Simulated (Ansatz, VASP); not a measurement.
## One calculation of BN, two programs

File INCAR:

```
PREC = Accurate ; ENCUT = 600
EDIFF = 1E-6 ; ISMEAR = 0
SIGMA = 0.05 ; LREAL = F
LASPH = T ; NELM = 120
ALGO = Normal ; ISIF = 2
LWAVE = F ; LCHARG = F
NBANDS = 11 ; GGA_COMPAT = F
```

File KPOINTS:

```
Automatic mesh
0
Gamma
  12 12 12
```

The input POSCAR:

```
BN
1.0
    1.2511217832      0.7223354983      3.3729344033
   -1.2511217832      0.7223354983      3.3729344033
    0.0000000000     -1.4446709967      3.3729344033
B N
1 1
Direct
    0.9498244732      1.0297527435      0.9897886084
    0.3327618000      0.3327618000      0.3327618000
```

Input for Ansatz:

```yaml
crystal:
  lattice:
    - [1.2511217832, 0.7223354983, 3.3729344033]
    - [-1.2511217832, 0.7223354983, 3.3729344033]
    - [0.0, -1.4446709967, 3.3729344033]
  atoms:
    - { symbol: B, position: [0.9498244732, 1.0297527435, 0.9897886084] }
    - { symbol: "N", position: [0.3327618, 0.3327618, 0.3327618] }
basis:
  ecutwfc: 420
kpoints:
  mp_grid: { grid: [12, 12, 12] }
hamiltonian:
  xc: lda
scf:
  occupations: { method: gaussian, width: 0.05 }
output:
  forces: true
  stress: true
  eigenvalues: true
```

Alike in both runs: task single point; functional LDA; k mesh 12 × 12 × 12; occupations gaussian, width 0.05 eV; no spin polarisation.

```csv
,VASP,Ansatz
version,VASP 6.6.1,Ansatz 0.2.0
potentials or method,"VASP PAW LDA potentials, release 64 (B, N), cutoff 600 eV","scalar-relativistic, plane waves, PAW"
valence electrons in the cell,8,8
```

Ansatz gave:

- gap on the k mesh at the Fermi level (eV): 3.37
- least direct gap on the mesh (eV): 4.24
- pressure (GPa): -1.2
- traceless stress, the component that is largest in VASP (GPa): 10.91
- rms of the force components (eV/Å): 2.483

Task: What did VASP give for the same quantities?

Result: gap on the k mesh at the Fermi level (eV): 3.35; least direct gap on the mesh (eV): 4.23; pressure (GPa): -0.9; traceless stress, the component that is largest in VASP (GPa): 10.92; rms of the force components (eV/Å): 2.477.

LDA's correlation is that of Perdew and Zunger in VASP and of Perdew and Wang (1992) in Ansatz. Atom by atom the forces differ by 0.006 eV/Å (rms over components).
